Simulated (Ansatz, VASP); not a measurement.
**Two plane-wave programs on KMgF3**

```xyz
5
Lattice="3.9859 0.0000 0.0000 0.0000 3.9859 0.0000 0.0000 0.0000 4.1453" Properties=species:S:1:pos:R:3 pbc="T T T"
K     1.9929    1.9929    2.0727
Mg    0.0000    0.0000    0.0000
F     1.9929    0.0000    0.0000
F     0.0000    1.9929    0.0000
F     0.0000    0.0000    2.0727
```

Change from the starting cell: strain +0.000 along x and y, +0.040 along z, atoms carried along.

Alike in both runs: task single point; functional PBEsol; k mesh 6 × 6 × 6; occupations gaussian, width 0.05 eV; no spin polarisation.

|  | VASP | Ansatz |
| --- | --- | --- |
| version | VASP 6.6.1 | Ansatz 0.2.0 |
| potentials or method | VASP PAW PBE potentials, release 64 (K_sv, Mg, F), cutoff 520 eV | scalar-relativistic, plane waves, PAW |
| valence electrons in the cell | 32 | 40 |

```csv
,VASP,Ansatz,Ansatz less VASP
gap on the k mesh at the Fermi level (eV),6.82,6.84,+0.024
least direct gap on the mesh (eV),7.16,7.18,+0.022
pressure (GPa),-2.6,-2.2,+0.39
"traceless stress, the component that is largest in VASP (GPa)",-2.06,-2.07,-0.004
```

VASP's potentials were made for PBE, not for PBEsol. The functional is the same, so the differences come from potentials, cutoffs and numerics. VASP's potentials hold 32 valence electrons a cell and Ansatz's 40, so a difference there can come from the potentials and not from the codes.
